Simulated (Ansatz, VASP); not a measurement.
Two plane-wave programs on Co

File INCAR:

```
SYSTEM = Co
PREC = Accurate ; ENCUT = 600
EDIFF = 1E-6 ; ISMEAR = -1
SIGMA = 0.15 ; LREAL = .False.
LASPH = .True. ; NELM = 200
ALGO = Normal ; ISIF = 2
LWAVE = .False. ; LCHARG = .False.
ISPIN = 2 ; MAGMOM = 2.5 2.5 2.5 2.5 2.5 2.5
LORBIT = 11 ; LMAXMIX = 4
GGA = PS ; NBANDS = 40
GGA_COMPAT = .False.
```

KPOINTS

```
regular mesh
0
Gamma
  6 6 6
  0 0 0
```

Contents of POSCAR:

```
Co
1.0
    0.0000000000      3.2173720000      3.2173720000
    3.2173720000      0.0000000000      3.2173720000
    3.2173720000      3.2173720000      0.0000000000
Co
6
Direct
    0.7500000000      0.7500000000      0.7500000000
    0.5000000000      0.5000000000      0.5000000000
    0.1250000000      0.1250000000      0.6250000000
    0.1250000000      0.1250000000      0.1250000000
    0.6250000000      0.1250000000      0.1250000000
    0.1250000000      0.6250000000      0.1250000000
```

Input for Ansatz:

```yaml
crystal:
  lattice:
    bravais: fcc
    a: 6.434744
  space_group: 227
  setting:
    origin_choice: 1
  atoms:
    - { symbol: Co, position: [0.25, 0.75, 0.25] }
    - { symbol: Co, position: [0.875, 0.875, 0.125] }
  reduce_to_primitive: true
basis:
  ecutwfc: 475.0
kpoints:
  mp_grid:
    grid: [6, 6, 6]
hamiltonian:
  xc: pbesol
magnetization:
  spin_polarized: true
  per_species:
    Co: 2.5
scf:
  occupations:
    method: fermi_dirac
    width: 0.15
output:
  forces: true
  stress: true
```

Alike in both runs: task single point; functional PBEsol; k mesh 6 × 6 × 6; occupations fermi-dirac, width 0.15 eV; collinear spin.

```csv
,VASP,Ansatz
version,VASP 6.6.1,Ansatz 0.2.0
potentials or method,"VASP PAW PBE potentials, release 64 (Co), cutoff 600 eV","plane waves, PAW"
valence electrons in the cell,54,102
```

Ansatz gave:

| Item | Value |
| --- | --- |
| pressure (GPa) | -2.7 |
| net moment per atom (μB) | 1.63 |
| size of the moment on the site where the two differ most (μB) | 1.64 |

Problem. Which values does VASP return?

Solution. Pressure (GPa): -3.7; net moment per atom (μB): 1.62; size of the moment on the site where the two differ most (μB): 1.57.

VASP's potentials were made for PBE, not for PBEsol. Site moments also hang on the region over which each program counts them. VASP's potentials hold 54 valence electrons a cell and Ansatz's 102, so a difference there can come from the potentials and not from the codes.
